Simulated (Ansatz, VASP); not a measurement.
**One calculation of Ni, two programs**

The input INCAR:

```
SYSTEM = Ni
PREC     = Accurate       ! precision mode
ENCUT    = 520            ! plane-wave cutoff, eV
EDIFF    = 1E-7           ! SCF threshold, eV
ISMEAR   = -1             ! smearing method
SIGMA    = 0.05           ! smearing width, eV
LREAL    = .False.        ! projectors in reciprocal space
LASPH    = .True.         ! aspherical terms in the spheres
NELM     = 150            ! most SCF steps
ALGO     = Normal         ! electronic algorithm
ISIF     = 2              ! what is computed and relaxed
LWAVE    = .False.        ! write WAVECAR
LCHARG   = .False.        ! write CHGCAR
ISPIN    = 2              ! spin polarisation
MAGMOM   = 1              ! initial moments
LORBIT   = 11             ! projections on sites
LMAXMIX  = 4              ! l up to which the mixer works
GGA      = PS             ! functional
NBANDS   = 15             ! bands
```

File KPOINTS:

```
regular mesh
0
Gamma
  13 13 13
  0 0 0
```

Contents of POSCAR:

```
Ni
1.0
   -1.3744285092      1.3744285092      1.3744285092
    1.3744285092     -1.3744285092      1.3744285092
    1.3744285092      1.3744285092     -1.3744285092
Ni
1
Direct
    0.0000000000      0.0000000000      0.0000000000
```

The input input.yaml:

```yaml
crystal:
  lattice:
    - [-1.3744285092, 1.3744285092, 1.3744285092]
    - [1.3744285092, -1.3744285092, 1.3744285092]
    - [1.3744285092, 1.3744285092, -1.3744285092]
  atoms:
    - { symbol: Ni, position: [0.0, 0.0, 0.0], spin: 1.0 }
kpoints:
  mp_grid: { grid: [13, 13, 13] }
scf:
  occupations: { method: fermi_dirac, width: 0.05 }
hamiltonian:
  xc: pbesol
  pseudopotentials: { kind: all_electron, lapw: { basis_error: 0.001 } }
magnetization:
  spin_polarized: true
output:
  forces: true
  stress: true
  eigenvalues: true
```

Change from the starting cell: volume scaled by 0.98.

Alike in both runs: task single point; functional PBEsol; k mesh 13 × 13 × 13; occupations fermi-dirac, width 0.05 eV; collinear spin.

```csv
,VASP,Ansatz
version,VASP 6.6.1,Ansatz 0.2.0
potentials or method,"VASP PAW PBE potentials, release 64 (Ni), cutoff 520 eV","all-electron LAPW, scalar-relativistic"
```

```csv
,VASP,Ansatz,Ansatz less VASP
gap on the k mesh at the Fermi level (eV),none,none,-
pressure (GPa),1.9,2.0,+0.09
net moment per atom (μB),0.57,0.58,+0.011
size of the moment on the site where the two differ most (μB),0.57,0.60,+0.028
```

VASP's potentials were made for PBE, not for PBEsol. Site moments also hang on the region over which each program counts them. A gap of «none» marks a metal or a gap that the smearing closes. Ansatz ran all-electron here, and VASP with PAW potentials.
